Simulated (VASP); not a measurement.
# SnO2 (R-3m) in VASP: notebook

The runs below take SnO2 through single point, with PBEsol+D3(BJ).

All numbers are computed with VASP 6.6.1; they aren't measurements. Logs are shortened: lines on timing, memory, paths and dates and some standing lists are left out, and cuts for length are marked.

## (1) The cell of the first run

It takes space group R-3m (No. 166, trigonal). Conventional cell: a = 3.216 Å, b = 3.216 Å, c = 12.333 Å, α = 90.00°, β = 90.00°, γ = 120.00°. Within 2.8 Å of Sn (site symmetry -3m) lie 6 O at 2.10 Å. O (site symmetry 3m) has 3 Sn at 2.10 Å and 6 O at 2.69 to 2.85 Å within 2.9 Å.

## (2) Single point, PBEsol+D3(BJ)

File INCAR:

```
SYSTEM = SnO2
ALGO = Normal ; EDIFF = 1E-6
ENCUT = 520 ; GGA = PS
ISIF = 2 ; ISMEAR = 0
IVDW = 12 ; LASPH = .True.
LCHARG = .False. ; LREAL = .False.
LWAVE = .False. ; NBANDS = 64
NELM = 60 ; PREC = Accurate
SIGMA = 0.02
```

File KPOINTS:

```
k-points
0
Gamma
  6 6 6
  0 0 0
```

File POSCAR:

```
SnO2
1.0
    3.2156683686      1.8565669983      4.1108686860
   -3.2156683686      1.8565669983      4.1108686860
    0.0000000000     -3.7131339965      4.1108686860
Sn O
4 8
Direct
    0.8647871616      0.8647871616      0.8647871616
    0.3647871176      0.3647871176      0.8647872772
    0.3647871176      0.8647872772      0.3647871176
    0.8647872772      0.3647871176      0.3647871176
    0.1190545953      0.6190552053      0.6190552053
    0.6190552053      0.1190545953      0.6190552053
    0.6190552053      0.6190552053      0.1190545953
    0.6105194252      0.6105194252      0.6105194252
    0.1190545862      0.1190545862      0.1190545862
    0.1105193563      0.1105193563      0.6105195960
    0.1105193563      0.6105195960      0.1105193563
    0.6105195960      0.1105193563      0.1105193563
```

Potentials or basis: VASP PAW PBE potentials, release 64 (Sn_d, O).

Started as:

```bash
cat potpaw_PBE.64/Sn_d/POTCAR potpaw_PBE.64/O/POTCAR > POTCAR
mpirun -np 1 vasp_std > vasp.out
```

OUTCAR:

```text
SYSTEM = SnO2
   EDIFF = 1E-6
   ENCUT = 520
   GGA = PS
   ISIF = 2
   ISMEAR = 0
   IVDW = 12
   LASPH = .True.
   LREAL = .False.
   NELM = 60
   PREC = Accurate
 IVDW          = 12

 ion  position               nearest neighbor table
   1  0.865  0.865  0.865-   5 2.10   6 2.10   7 2.10  11 2.10  12 2.10  10 2.10   2 3.22   2 3.22
                             3 3.22   4 3.22   4 3.22   3 3.22
   2  0.365  0.365  0.865-  11 2.10  12 2.10   8 2.10   6 2.10   5 2.10   9 2.10   3 3.22   4 3.22
                             1 3.22   1 3.22   4 3.22   3 3.22
   3  0.365  0.865  0.365-  10 2.10  12 2.10   8 2.10   7 2.10   5 2.10   9 2.10   4 3.22   2 3.22
                             1 3.22   1 3.22   4 3.22   2 3.22
   4  0.865  0.365  0.365-  10 2.10  11 2.10   8 2.10   7 2.10   6 2.10   9 2.10   3 3.22   2 3.22
                             1 3.22   1 3.22   3 3.22   2 3.22
   5  0.119  0.619  0.619-   1 2.10   2 2.10   3 2.10
   6  0.619  0.119  0.619-   1 2.10   2 2.10   4 2.10
   7  0.619  0.619  0.119-   1 2.10   3 2.10   4 2.10
   8  0.611  0.611  0.611-   3 2.10   4 2.10   2 2.10
   9  0.119  0.119  0.119-   3 2.10   4 2.10   2 2.10
  10  0.111  0.111  0.611-   1 2.10   3 2.10   4 2.10
  11  0.111  0.611  0.111-   1 2.10   2 2.10   4 2.10
  12  0.611  0.111  0.111-   1 2.10   2 2.10   3 2.10

  LATTYP: Found a trigonal (rhomboedric) cell.
 ALAT       =     5.5395492082
 COS(alpha) =     0.3260562443

  Lattice vectors:

 A1 = (   3.2156683686,   1.8565669983,   4.1108686860)
 A2 = (  -3.2156683686,   1.8565669983,   4.1108686860)
 A3 = (   0.0000000000,  -3.7131339965,   4.1108686860)

Analysis of symmetry for initial positions (statically):
=====================================================================
 Subroutine PRICEL returns following result:

  LATTYP: Found a trigonal (rhomboedric) cell.
 ALAT       =     4.5106636362
 COS(alpha) =     0.7458841914

  Lattice vectors:

 A1 = (   0.0000000000,   1.8565675909,   4.1108689129)
 A2 = (  -1.6078336711,  -0.9282832028,   4.1108687995)
 A3 = (   1.6078336711,  -0.9282832028,   4.1108687995)

   4 primitive cells build up your supercell.

 Routine SETGRP: Setting up the symmetry group for a
 trigonal (rhombohedral) supercell.

 Subroutine GETGRP returns: Found 12 space group operations
 (whereof  6 operations were pure point group operations)
 out of a pool of 12 trial point group operations.

The static configuration has the point symmetry C_3v.
 The point group associated with its full space group is D_3d.

Analysis of symmetry for dynamics (positions and initial velocities):
=====================================================================
 Subroutine PRICEL returns following result:

  LATTYP: Found a trigonal (rhomboedric) cell.
 ALAT       =     4.5106636362
 COS(alpha) =     0.7458841914

  Lattice vectors:

 A1 = (   0.0000000000,   1.8565675909,   4.1108689129)
 A2 = (  -1.6078336711,  -0.9282832028,   4.1108687995)
 A3 = (   1.6078336711,  -0.9282832028,   4.1108687995)

   4 primitive cells build up your supercell.

 Routine SETGRP: Setting up the symmetry group for a
 trigonal (rhombohedral) supercell.

 Subroutine GETGRP returns: Found 12 space group operations
 (whereof  6 operations were pure point group operations)
 out of a pool of 12 trial point group operations.

The dynamic configuration has the point symmetry C_3v.
 The point group associated with its full space group is D_3d.

 Subroutine INISYM returns: Found 12 space group operations
 (whereof  6 operations are pure point group operations),
 and found     4 'primitive' translations

----------------------------------------------------------------------------------------

                                     Primitive cell

  volume of cell :      36.8135

  direct lattice vectors                    reciprocal lattice vectors
     0.000000000  1.856567591  4.110868913     0.000000000  0.359085662  0.081085825
    -1.607833671 -0.928283203  4.110868799    -0.310977441 -0.179542836  0.081085877
     1.607833671 -0.928283203  4.110868799     0.310977441 -0.179542836  0.081085877

  length of vectors
     4.510663636  4.510663045  4.510663045     0.368126912  0.368127041  0.368127041

  position of ions in fractional coordinates (direct lattice)
     0.864786762  0.864787314  0.864787314
     0.119055529  0.119054704  0.119054704
     0.610519429  0.610519020  0.610519819

  ion indices of the primitive-cell ions
   primitive index   ion index
                 1           1
                 2           7
                 3          12

----------------------------------------------------------------------------------------

 KPOINTS: k-points

Automatic generation of k-mesh.
 Grid dimensions read from file:
 generate k-points for:    6    6    6

 Generating k-lattice:

  Cartesian coordinates                     Fractional coordinates (reciprocal lattice)
     0.025914778  0.014961904  0.013514310     0.166666667  0.000000000  0.000000000
    -0.025914778  0.014961904  0.013514310     0.000000000  0.166666667  0.000000000
     0.000000000 -0.029923809  0.013514310     0.000000000  0.000000000  0.166666667

  Length of vectors
     0.032833990  0.032833990  0.032833990

  Shift w.r.t. Gamma in fractional coordinates (k-lattice)
     0.000000000  0.000000000  0.000000000

 Subroutine IBZKPT returns following result:
 ===========================================

 Found     32 irreducible k-points:

 Following reciprocal coordinates:
            Coordinates               Weight
  0.000000  0.000000  0.000000      1.000000
  0.166667 -0.000000 -0.000000      6.000000
  0.333333  0.000000 -0.000000      6.000000
  0.500000  0.000000 -0.000000      3.000000
  0.166667  0.166667 -0.000000      6.000000
  0.333333  0.166667 -0.000000     12.000000
[... 16 lines left out ...]
  0.500000  0.500000  0.166667      6.000000
 -0.333333  0.500000  0.166667     12.000000
 [... further k-points ...]
   k-points           NKPTS =     32   k-points in BZ     NKDIM =     32   number of bands    NBANDS=     64
   number of dos      NEDOS =    301   number of ions     NIONS =     12
   total plane-waves  NPLWV =  74088
   dimension x,y,z NGX =    42 NGY =   42 NGZ =   42
   dimension x,y,z NGXF=    84 NGYF=   84 NGZF=   84
   ions per type =               4   8
   NGX,Y,Z   is equivalent  to a cutoff of  12.60, 12.60, 12.60 a.u.
   NGXF,Y,Z  is equivalent  to a cutoff of  25.21, 25.21, 25.21 a.u.
 SYSTEM =  SnO2
   PREC   = accura    normal or accurate (medium, high low for compatibility)
   ISTART =      0    job   : 0-new  1-cont  2-samecut
   ICHARG =      2    charge: 1-file 2-atom 10-const
   ISPIN  =      1    spin polarized calculation?
   LNONCOLLINEAR =      F non collinear calculations
   LSORBIT =      F    spin-orbit coupling
   LASPH  =      T    aspherical Exc in radial PAW
   ENCUT  =  520.0 eV  38.22 Ry    6.18 a.u.  10.30 10.30 10.30*2*pi/ulx,y,z
   NELM   =     60;   NELMIN=  2; NELMDL= -5     # of ELM steps
   EDIFF  = 0.1E-05   stopping-criterion for ELM
   LREAL  =      F    real-space projection
   EDIFFG = 0.1E-04   stopping-criterion for IOM
   NSW    =      0    number of steps for IOM
   IBRION =     -1    ionic relax: 0-MD 1-quasi-New 2-CG
   NFREE  =      0    steps in history (QN), initial steepest desc. (CG)
   ISIF   =      2    stress and relaxation
   ISYM   =      2    0-nonsym 1-usesym 2-fastsym
   POTIM  = 0.5000    time-step for ionic-motion
   TEBEG  =    0.0;   TEEND  =   0.0 temperature during run
   PSTRESS=    0.0 pullay stress
   NELECT =     104.0000    total number of electrons
   NUPDOWN=      -1.0000    fix difference up-down
   EMIN   =  10.00;   EMAX   =-10.00  energy-range for DOS
   EFERMI =   0.00;   METHOD = LEGACY
   ISMEAR =     0;   SIGMA  =   0.02  broadening in eV -4-tet -1-fermi 0-gaus
   EFERMI_NEDOS =   21; number of points for ismear=-14 and -15
   IALGO  =     38    algorithm
   IMIX   =      4    mixing-type and parameters
     AMIX     =   0.40;   BMIX     =  1.00
     AMIX_MAG =   1.60;   BMIX_MAG =  1.00
  volume/ion in A,a.u.               =      12.27        82.81
  Fermi-wavevector in a.u.,A,eV,Ry     =   1.457909  2.755048 28.919158  2.125498
  Thomas-Fermi vector in A             =   2.574655
   LORBIT       =      0    0 simple, 1 ext, 2 COOP (PROOUT), +10 PAW based schemes
   GGA     = PS    functional components
   LHFCALC =     F    Hartree Fock is set to
   AEXX    =    0.0000 exact exchange contribution
   IVDW    =    12    specifies the selected vdW correction
   LEPSILON=     F    determine dielectric tensor
   LRPA    =     F    only Hartree local field effects (RPA)
 non-spin polarized calculation
 Gauss-broadening in eV      SIGMA  =   0.02
  energy-cutoff  :      520.00
  volume of cell :      147.25
 maximum number of plane-waves:      3982
 NGX is ok and might be reduce to    42
   NGX = 21   NGY = 21   NGZ = 21

 number of electron     103.9999987 magnetization

 Free energy of the ion-electron system (eV)
  ---------------------------------------------------
  ext. energy  EPLUGINS =         0.00000000
  ---------------------------------------------------
  free energy    TOTEN  =       -77.22676598 eV

  energy without entropy =      -77.22676598  energy(sigma->0) =      -77.22676598

 E-fermi :   5.7243     XC(G=0): -11.3460

 val. band max:        5.5436644357   @ k =   0.0000   0.0000   0.0000
 cond. band min:       7.0419323339   @ k =   0.0000   0.0000   0.0000
 fundamental gap:      1.4982678982
 Fermi energy:         5.7242960786

 k-point     1 :       0.0000    0.0000    0.0000
  band No.  band energies     occupation
      1     -15.3307      2.00000
      2     -15.3307      2.00000
      3     -15.3306      2.00000
      4     -14.7521      2.00000
      5     -14.4415      2.00000
      6     -14.4415      2.00000
[... 1597 lines left out ...]
     63      15.1643      0.00000
     64      15.2161      0.00000

 [... further k-points ...]

------------------------ aborting loop because EDIFF is reached ----------------------------------------

 Edisp (eV)   -2.26210

 E8    (eV) :    -1.4299

  FORCE on cell =-STRESS in cart. coord.  units (eV):
  Direction    XX          YY          ZZ          XY          YZ          ZX
  --------------------------------------------------------------------------------------
  -------------------------------------------------------------------------------------
  Total       0.85270     0.85270     0.13302    -0.00000     0.00000     0.00000
  in kB       9.27768     9.27768     1.44733    -0.00000     0.00000     0.00000
  external pressure =        6.67 kB  Pullay stress =        0.00 kB

 VOLUME and BASIS-vectors are now :
 -----------------------------------------------------------------------------
  energy-cutoff  :      520.00
  volume of cell :      147.25
      direct lattice vectors                 reciprocal lattice vectors
     3.215668369  1.856566998  4.110868686     0.155488671  0.089771426  0.081085863
    -3.215668369  1.856566998  4.110868686    -0.155488671  0.089771426  0.081085863
     0.000000000 -3.713133996  4.110868686     0.000000000 -0.179542852  0.081085863

 POSITION                                       TOTAL-FORCE (eV/Angst)
 -----------------------------------------------------------------------------------
      0.00000      0.00000     10.66508         0.000000     -0.000000     -0.000000
      0.00000     -1.85657      6.55421        -0.000000      0.000000     -0.000000
     -1.60783      0.92828      6.55421        -0.000000     -0.000000     -0.000000
      1.60783      0.92828      6.55421        -0.000000     -0.000000     -0.000000
     -1.60784     -0.92828      5.57913         0.000000     -0.000000     -0.050343
      1.60784     -0.92828      5.57913         0.000000     -0.000000     -0.050343
      0.00000      1.85657      5.57913        -0.000000     -0.000000     -0.050343
      0.00000      0.00000      7.52930         0.000000      0.000000      0.050343
      0.00000      0.00000      1.46825         0.000000     -0.000000     -0.050343
      0.00000     -1.85657      3.41843         0.000000      0.000000      0.050343
     -1.60783      0.92828      3.41843         0.000000      0.000000      0.050343
      1.60783      0.92828      3.41843         0.000000      0.000000      0.050343
 -----------------------------------------------------------------------------------
    total drift:                                0.001891     -0.001154     -0.004880

  FREE ENERGIE OF THE ION-ELECTRON SYSTEM (eV)
  ---------------------------------------------------
  free  energy   TOTEN  =       -79.4888658122 eV

  energy  without entropy=      -79.4888658122  energy(sigma->0) =      -79.48886581
```

It took 3.7 min on 1 thread of Intel Xeon Platinum 8488C (Sapphire Rapids), shared host; peak memory 0.38 GiB.

What came out:

```yaml
Free_energy: -79.4889 eV
Pressure: 0.7 GPa
Largest_force: 0.050 eV/Å
Band_gap_on_the_k_mesh: 1.50 eV
Dispersion_energy_per_atom: -0.189 eV
```

Forces in eV/Å, atoms in the order of the input:
```
Sn   0.000  0.000  0.000
Sn   0.000  0.000  0.000
Sn   0.000  0.000  0.000
Sn   0.000  0.000  0.000
O    0.000  0.000 -0.050
O    0.000  0.000 -0.050
O    0.000  0.000 -0.050
O    0.000  0.000  0.050
O    0.000  0.000 -0.050
O    0.000  0.000  0.050
O    0.000  0.000  0.050
O    0.000  0.000  0.050
```

Levels at points of the mesh, in eV from the valence-band top:
```
           k point  band 48  band 49  band 50  band 51  band 52  band 53  band 54  band 55  band 56  band 57
(0.00, 0.00, 0.00)    -0.61    -0.07    -0.07    -0.07     0.00     1.50     4.73     4.73     4.73     5.23
(0.50, 0.00, 0.00)    -0.64    -0.42    -0.42    -0.10    -0.10     4.11     4.11     5.65     5.65     6.46
(0.50, 0.50, 0.00)    -1.03    -0.67    -0.67    -0.22    -0.22     4.61     4.61     5.65     5.65     7.44
(0.50, 0.50, 0.50)    -1.19    -1.19    -1.14    -1.14    -1.14     3.74     5.43     5.43     5.43     5.82
```

Caveat: the PAW data sets were made with another functional, which shifts forces and pressure a little; spin-orbit coupling is left out, which moves the levels of the heavy elements.

## (3) Single point, PBEsol+D3(BJ)

File INCAR:

```
SYSTEM = SnO2
PREC = Accurate
ENCUT = 520
EDIFF = 1E-6
ISMEAR = 0
SIGMA = 0.02
LREAL = .False.
LASPH = .True.
NELM = 100
ALGO = Normal
ISIF = 2
LWAVE = .False.
LCHARG = .True.
GGA = PS
IVDW = 12
LELF = .True.
LVHAR = .True.
NBANDS = 64
```

File KPOINTS:

```
regular mesh
0
Gamma
  6 6 6
  0 0 0
```

File POSCAR:

```
SnO2
1.0
    3.2156683686      1.8565669983      4.1108686860
   -3.2156683686      1.8565669983      4.1108686860
    0.0000000000     -3.7131339965      4.1108686860
Sn O
4 8
Direct
    0.8647871667      0.8647871667      0.8647871667
    0.3647871667      0.3647871667      0.8647871667
    0.3647871667      0.8647871667      0.3647871667
    0.8647871667      0.3647871667      0.3647871667
    0.1190548989      0.6190548989      0.6190548989
    0.6190548989      0.1190548989      0.6190548989
    0.6190548989      0.6190548989      0.1190548989
    0.6105194344      0.6105194344      0.6105194344
    0.1190548989      0.1190548989      0.1190548989
    0.1105194344      0.1105194344      0.6105194344
    0.1105194344      0.6105194344      0.1105194344
    0.6105194344      0.1105194344      0.1105194344
```

Potentials or basis: VASP PAW PBE potentials, release 64 (Sn_d, O).

Started as:

```bash
cat potpaw_PBE.64/Sn_d/POTCAR potpaw_PBE.64/O/POTCAR > POTCAR
mpirun -np 1 vasp_std > vasp.out
```

Run time: 4.1 min. Hardware: 1 thread of Intel Xeon Platinum 8488C (Sapphire Rapids), shared host; peak memory 0.37 GiB.

It converged, with:

```
Free energy                : -79.4889 eV
Pressure                   : 0.7 GPa
Largest force              : 0.050 eV/Å
Band gap on the k mesh     : 1.50 eV
Dispersion energy per atom : -0.189 eV
```

Forces on the atoms (eV/Å):
```
Sn   0.000  0.000  0.000
Sn   0.000  0.000  0.000
Sn   0.000  0.000  0.000
Sn   0.000  0.000  0.000
O    0.000  0.000 -0.050
O    0.000  0.000 -0.050
O    0.000  0.000 -0.050
O    0.000  0.000  0.050
O    0.000  0.000 -0.050
O    0.000  0.000  0.050
O    0.000  0.000  0.050
O    0.000  0.000  0.050
```

Stress tensor (GPa, compression positive):
```
0.93 0.00 0.00
0.00 0.93 0.00
0.00 0.00 0.15
```

Levels at points of the mesh, in eV from the valence-band top:
| k point | band 49 | band 50 | band 51 | band 52 | band 53 | band 54 | band 55 | band 56 |
| --- | --- | --- | --- | --- | --- | --- | --- | --- |
| (0.00, 0.00, 0.00) | -0.07 | -0.07 | -0.07 | 0.00 | 1.50 | 4.73 | 4.73 | 4.73 |
| (0.50, 0.00, 0.00) | -0.42 | -0.42 | -0.10 | -0.10 | 4.11 | 4.11 | 5.65 | 5.65 |
| (0.50, 0.50, 0.00) | -0.67 | -0.67 | -0.22 | -0.22 | 4.61 | 4.61 | 5.65 | 5.65 |
| (0.50, 0.50, 0.50) | -1.19 | -1.14 | -1.14 | -1.14 | 3.74 | 5.43 | 5.43 | 5.43 |

Caveat: the PAW data sets were made with another functional, which shifts forces and pressure a little; spin-orbit coupling is left out, which moves the levels of the heavy elements.
